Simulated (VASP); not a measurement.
# Se (Im-3m) in VASP: single point with PBE

Aim: the single point of Se with PBE.

All numbers are computed with VASP 6.6.1; they aren't measurements. Logs are shortened: lines on timing, memory, paths and dates and some standing lists are left out, and cuts for length are marked.

**1. The cell of the first run**

Symmetry: Im-3m, No. 229, cubic system. Conventional cell: a = 2.808 Å, b = 2.808 Å, c = 2.808 Å, α = 90.00°, β = 90.00°, γ = 90.00°. Within 3.2 Å of Se (site symmetry m-3m) lie 14 Se at 2.43 to 2.81 Å.

**2. Single point, PBE**

The input, INCAR:

```
PREC = Accurate
ENCUT = 500
EDIFF = 1E-6
ISMEAR = -1
SIGMA = 0.05
LREAL = F
LASPH = T
NELM = 120
ALGO = Normal
ISIF = 2
LWAVE = F
LCHARG = F
GGA = PE
NBANDS = 9
GGA_COMPAT = F
```

The input, KPOINTS:

```
regular mesh
0
Gamma
  14 14 14
```

The input, POSCAR:

```
Se
1.0
   -1.4038000000      1.4038000000      1.4038000000
    1.4038000000     -1.4038000000      1.4038000000
    1.4038000000      1.4038000000     -1.4038000000
Se
1
Direct
    0.0000000000      0.0000000000      0.0000000000
```

Potentials or basis: VASP PAW PBE potentials, release 64 (Se).

Launch:

```console
$ cat potpaw_PBE.64/Se/POTCAR > POTCAR
$ mpirun -np 1 vasp_std > vasp.out
```

OUTCAR:

```text
PREC = Accurate
   ENCUT = 500
   EDIFF = 1E-6
   ISMEAR = -1
   LREAL = F
   LASPH = T
   NELM = 120
   ISIF = 2
   GGA = PE

 ion  position               nearest neighbor table
   1  0.000  0.000  0.000-

  LATTYP: Found a body centered cubic cell.
 ALAT       =     2.8076000000

  Lattice vectors:

 A1 = (  -1.4038000000,   1.4038000000,   1.4038000000)
 A2 = (   1.4038000000,  -1.4038000000,   1.4038000000)
 A3 = (   1.4038000000,   1.4038000000,  -1.4038000000)

Analysis of symmetry for initial positions (statically):
=====================================================================
 Subroutine PRICEL returns:
 Original cell was already a primitive cell.

 Routine SETGRP: Setting up the symmetry group for a
 body centered cubic supercell.

 Subroutine GETGRP returns: Found 48 space group operations
 (whereof 48 operations were pure point group operations)
 out of a pool of 48 trial point group operations.

The static configuration has the point symmetry O_h .

Analysis of symmetry for dynamics (positions and initial velocities):
=====================================================================
 Subroutine PRICEL returns:
 Original cell was already a primitive cell.

 Routine SETGRP: Setting up the symmetry group for a
 body centered cubic supercell.

 Subroutine GETGRP returns: Found 48 space group operations
 (whereof 48 operations were pure point group operations)
 out of a pool of 48 trial point group operations.

The dynamic configuration has the point symmetry O_h .

 Subroutine INISYM returns: Found 48 space group operations
 (whereof 48 operations are pure point group operations),
 and found     1 'primitive' translations

----------------------------------------------------------------------------------------

                                     Primitive cell

  volume of cell :      11.0656

  direct lattice vectors                    reciprocal lattice vectors
    -1.403800000  1.403800000  1.403800000     0.000000000  0.356176093  0.356176093
     1.403800000 -1.403800000  1.403800000     0.356176093  0.000000000  0.356176093
     1.403800000  1.403800000 -1.403800000     0.356176093  0.356176093  0.000000000

  length of vectors
     2.431452924  2.431452924  2.431452924     0.503709062  0.503709062  0.503709062

  position of ions in fractional coordinates (direct lattice)
     0.000000000  0.000000000  0.000000000

  ion indices of the primitive-cell ions
   primitive index   ion index
                 1           1

----------------------------------------------------------------------------------------

 KPOINTS: regular mesh

Automatic generation of k-mesh.
 Grid dimensions read from file:
 generate k-points for:   14   14   14

 Generating k-lattice:

  Cartesian coordinates                     Fractional coordinates (reciprocal lattice)
     0.000000000  0.025441150  0.025441150     0.071428571  0.000000000  0.000000000
     0.025441150  0.000000000  0.025441150     0.000000000  0.071428571  0.000000000
     0.025441150  0.025441150  0.000000000     0.000000000  0.000000000  0.071428571

  Length of vectors
     0.035979219  0.035979219  0.035979219

  Shift w.r.t. Gamma in fractional coordinates (k-lattice)
     0.000000000  0.000000000  0.000000000

 Subroutine IBZKPT returns following result:
 ===========================================

 Found    104 irreducible k-points:

 Following reciprocal coordinates:
            Coordinates               Weight
  0.000000  0.000000  0.000000      1.000000
  0.071429  0.000000  0.000000     12.000000
  0.142857  0.000000  0.000000     12.000000
  0.214286  0.000000  0.000000     12.000000
  0.285714  0.000000  0.000000     12.000000
  0.357143  0.000000  0.000000     12.000000
[... 16 lines left out ...]
  0.285714  0.285714  0.000000     24.000000
  0.357143  0.285714  0.000000     24.000000
 [... further k-points ...]
   k-points           NKPTS =    104   k-points in BZ     NKDIM =    104   number of bands    NBANDS=      9
   number of dos      NEDOS =    301   number of ions     NIONS =      1
   total plane-waves  NPLWV =   5832
   dimension x,y,z NGX =    18 NGY =   18 NGZ =   18
   dimension x,y,z NGXF=    36 NGYF=   36 NGZF=   36
   ions per type =               1
   NGX,Y,Z   is equivalent  to a cutoff of  12.31, 12.31, 12.31 a.u.
   NGXF,Y,Z  is equivalent  to a cutoff of  24.61, 24.61, 24.61 a.u.
 SYSTEM =  unknown system
   PREC   = accura    normal or accurate (medium, high low for compatibility)
   ISTART =      0    job   : 0-new  1-cont  2-samecut
   ICHARG =      2    charge: 1-file 2-atom 10-const
   ISPIN  =      1    spin polarized calculation?
   LNONCOLLINEAR =      F non collinear calculations
   LSORBIT =      F    spin-orbit coupling
   LASPH  =      T    aspherical Exc in radial PAW
   ENCUT  =  500.0 eV  36.75 Ry    6.06 a.u.   4.43  4.43  4.43*2*pi/ulx,y,z
   NELM   =    120;   NELMIN=  2; NELMDL= -5     # of ELM steps
   EDIFF  = 0.1E-05   stopping-criterion for ELM
   LREAL  =      F    real-space projection
[... 7 lines left out ...]
   TEBEG  =    0.0;   TEEND  =   0.0 temperature during run
   PSTRESS=    0.0 pullay stress
   NELECT =       6.0000    total number of electrons
   NUPDOWN=      -1.0000    fix difference up-down
   EMIN   =  10.00;   EMAX   =-10.00  energy-range for DOS
   EFERMI =   0.00;   METHOD = LEGACY
   ISMEAR =    -1;   SIGMA  =   0.05  broadening in eV -4-tet -1-fermi 0-gaus
   EFERMI_NEDOS =   21; number of points for ismear=-14 and -15
   IALGO  =     38    algorithm
   IMIX   =      4    mixing-type and parameters
     AMIX     =   0.40;   BMIX     =  1.00
     AMIX_MAG =   1.60;   BMIX_MAG =  1.00
  volume/ion in A,a.u.               =      11.07        74.67
  Fermi-wavevector in a.u.,A,eV,Ry     =   1.334955  2.522699 24.247014  1.782105
  Thomas-Fermi vector in A             =   2.463697
   LORBIT       =      0    0 simple, 1 ext, 2 COOP (PROOUT), +10 PAW based schemes
   GGA     = PE    functional components
   LHFCALC =     F    Hartree Fock is set to
   AEXX    =    0.0000 exact exchange contribution
   IVDW    =     0    specifies the selected vdW correction
   LEPSILON=     F    determine dielectric tensor
   LRPA    =     F    only Hartree local field effects (RPA)
 non-spin polarized calculation
  energy-cutoff  :      500.00
  volume of cell :       11.07
 maximum number of plane-waves:       321
 NGX is ok and might be reduce to    18
   NGX =  9   NGY =  9   NGZ =  9

 number of electron       6.0000001 magnetization

 Free energy of the ion-electron system (eV)
  ---------------------------------------------------
  ext. energy  EPLUGINS =         0.00000000
  ---------------------------------------------------
  free energy    TOTEN  =        -0.02725655 eV

  energy without entropy =       -0.02351023  energy(sigma->0) =       -0.02538339

 E-fermi :  15.4610     XC(G=0): -13.5696

 val. band max:       15.4132288742   @ k =  -0.3571   0.3571   0.2143
 cond. band min:      15.4631039153   @ k =  -0.2857   0.3571   0.2143
 fundamental gap:      0.0498750411
 Fermi energy:        15.4609969873

 k-point     1 :       0.0000    0.0000    0.0000
  band No.  band energies     occupation
      1      -8.6616      2.00000
      2      23.0022      0.00000
      3      23.0022      0.00000
      4      23.0022      0.00000
      5      29.4085      0.00000
      6      29.4085      0.00000
      7      29.4085      0.00000
      8      33.2309      0.00000
      9      33.2309      0.00000

 k-point     2 :       0.0714    0.0000    0.0000
  band No.  band energies     occupation
      1      -8.4680      2.00000
      2      21.4838      0.00000
      3      22.1754      0.00000
      4      22.7996      0.00000
      5      28.4285      0.00000
      6      28.9418      0.00000
      7      30.5550      0.00000
      8      31.6283      0.00000
      9      32.0542      0.00000

 k-point     3 :       0.1429    0.0000    0.0000
  band No.  band energies     occupation
      1      -7.8877      2.00000
      2      18.1622      0.00000
      3      20.5814      0.00000
      4      22.2324      0.00000
      5      26.8126      0.00000
      6      27.4074      0.00000
      7      31.5184      0.00000
      8      32.1537      0.00000
      9      33.1077      0.00000

 k-point     4 :       0.2143    0.0000    0.0000
  band No.  band energies     occupation
      1      -6.9217      2.00000
      2      14.3765      2.00000
      3      19.0042      0.00000
      4      21.4463      0.00000
      5      25.3473      0.00000
      6      25.9877      0.00000
      7      31.7844      0.00000
      8      33.2252      0.00000
      9      36.2890      0.00000

 k-point     5 :       0.2857    0.0000    0.0000
  band No.  band energies     occupation
      1      -5.5742      2.00000
      2      10.6412      2.00000
      3      17.6831      0.00000
      4      20.6425      0.00000
      5      24.1740      0.00000
      6      24.8829      0.00000
      7      32.7103      0.00000
      8      34.5401      0.00000
      9      39.8636      0.00000

 k-point     6 :       0.3571    0.0000    0.0000
  band No.  band energies     occupation
      1      -3.8582      2.00000
      2       7.1512      2.00000
      3      16.7030      0.00000
      4      19.9800      0.00000
      5      23.3268      0.00000
      6      24.0975      0.00000
      7      34.1545      0.00000
      8      36.1161      0.00000
      9      43.8151      0.00000
[... 169 lines left out ...]
 k-point    21 :       0.2857    0.2143    0.0000
  band No.  band energies     occupation
      1      -1.6194      2.00000
      2       6.5711      2.00000
      3       9.8495      2.00000
      4      17.2382      0.00000
      5      26.4628      0.00000
      6      29.1160      0.00000
      7      34.3037      0.00000
      8      36.7472      0.00000
      9      40.4207      0.00000

 k-point    22 :       0.3571    0.2143    0.0000
  band No.  band energies     occupation
      1       0.3715      2.00000
      2       4.0112      2.00000
      3       9.3203      2.00000
      4      16.9100      0.00000
      5      26.2722      0.00000
      6      30.4662      0.00000
      7      33.7645      0.00000
      8      35.5363      0.00000
      9      43.7219      0.00000

 k-point    23 :       0.2857    0.2857    0.0000
  band No.  band energies     occupation
      1       0.2909      2.00000
      2       5.5597      2.00000
      3       7.3477      2.00000
      4      16.7602      0.00000
      5      27.5387      0.00000
      6      29.5368      0.00000
      7      33.7397      0.00000
      8      37.8700      0.00000
      9      40.6201      0.00000

 k-point    24 :       0.3571    0.2857    0.0000
  band No.  band energies     occupation
      1       1.6230      2.00000
      2       4.4429      2.00000
      3       6.5900      2.00000
      4      16.5987      0.00000
      5      27.8071      0.00000
      6      30.6505      0.00000
      7      31.9853      0.00000
      8      38.7070      0.00000
      9      42.5998      0.00000

 [... further k-points ...]
[... 5 lines left out ...]
  --------------------------------------------------------------------------------------
  -------------------------------------------------------------------------------------
  Total       11.8989064     11.8989064     11.8989064     -0.0000000     -0.0000000      0.0000000
  in kB     1722.8280075   1722.8280075   1722.8280075     -0.0000000     -0.0000000      0.0000000
  external PRESSURE =    1722.8280075 kB  Pullay stress =       0.0000000 kB

 VOLUME and BASIS-vectors are now :
 -----------------------------------------------------------------------------
  energy-cutoff  :      500.00
  volume of cell :       11.07
      direct lattice vectors                 reciprocal lattice vectors
    -1.403800000  1.403800000  1.403800000     0.000000000  0.356176093  0.356176093
     1.403800000 -1.403800000  1.403800000     0.356176093  0.000000000  0.356176093
     1.403800000  1.403800000 -1.403800000     0.356176093  0.356176093  0.000000000

 POSITION                                       TOTAL-FORCE (eV/Angst)
 -----------------------------------------------------------------------------------
      0.00000      0.00000      0.00000        -0.000000      0.000000     -0.000000
 -----------------------------------------------------------------------------------
    total drift:                                0.000000      0.000000      0.000000

  FREE ENERGIE OF THE ION-ELECTRON SYSTEM (eV)
  ---------------------------------------------------
  free  energy   TOTEN  =        -0.0272565514 eV

  energy  without entropy=       -0.0235102329  energy(sigma->0) =       -0.02538339
```

Wall time 3.5 s (1 thread of Intel Xeon 6975P-C (Granite Rapids), shared host); peak memory 0.12 GiB.

Results:

```yaml
Free_energy: -0.0273 eV
Pressure: 172.3 GPa
Band_gap_on_the_k_mesh: zero (band 3 reaches 23.00 eV, above the bottom of band 4 at 8.43 eV)
```
